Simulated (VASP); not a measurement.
The system is Ga.

```xyz
4
Lattice="2.2615 -3.8305 0.0000 2.2615 3.8305 0.0000 0.0000 0.0000 4.5240" Properties=species:S:1:pos:R:3 pbc="T T T"
Ga    2.2615   -2.6438    0.3664
Ga    2.2615   -1.1867    2.6284
Ga    2.2615    2.6438    4.1576
Ga    2.2615    1.1867    1.8956
```

| Item | Value |
| --- | --- |
| Program | VASP 6.6.1 |
| Task | relaxation of cell and atoms |
| Functional | PBE |
| Potentials or basis | VASP PAW PBE potentials, release 64 (Ga_d) |
| Cutoff | 600 eV |
| k mesh | 6 × 6 × 4 |
| Occupations | gaussian, width 0.05 eV |
| Spin | no spin polarisation |

At the start: pressure 2.0 GPa; volume 19.59 Å³/atom.

**Question.** How do energy, volume and symmetry change on relaxing?

**Answer.** Over 7 steps the energy falls by 5.3 meV/atom and the volume is 20.35 Å³/atom (+3.8 %); space group Cmce (No. 64, to 0.05 Å).

The path:
| step | energy change (eV) | largest force (eV/Å) | pressure (GPa) | volume (Å³) |
| --- | --- | --- | --- | --- |
| 1 | 0.0000 | 0.1358 | 2.03 | 78.38 |
| 2 | -0.0207 | 0.0321 | 0.24 | 81.23 |
| 3 | -0.0202 | 0.0144 | -0.36 | 81.86 |
| 4 | -0.0207 | 0.0258 | -0.10 | 81.48 |
| 5 | -0.0207 | 0.0281 | -0.05 | 81.42 |
| 6 | -0.0207 | 0.0299 | -0.01 | 81.36 |
| 7 | -0.0213 | 0.0235 | -0.02 | 81.38 |

Final structure:
```cif
data_structure
_symmetry_space_group_name_H-M 'P 1'
_symmetry_Int_Tables_number 1
_cell_length_a 4.5018
_cell_length_b 4.5018
_cell_length_c 4.5917
_cell_angle_alpha 90.000
_cell_angle_beta 90.000
_cell_angle_gamma 119.008
_cell_volume 81.38
loop_
_atom_site_label
_atom_site_type_symbol
_atom_site_fract_x
_atom_site_fract_y
_atom_site_fract_z
_atom_site_occupancy
Ga1 Ga 0.84409 0.15591 0.08166 1
Ga2 Ga 0.65591 0.34409 0.58166 1
Ga3 Ga 0.15591 0.84409 0.91834 1
Ga4 Ga 0.34409 0.65591 0.41834 1
```
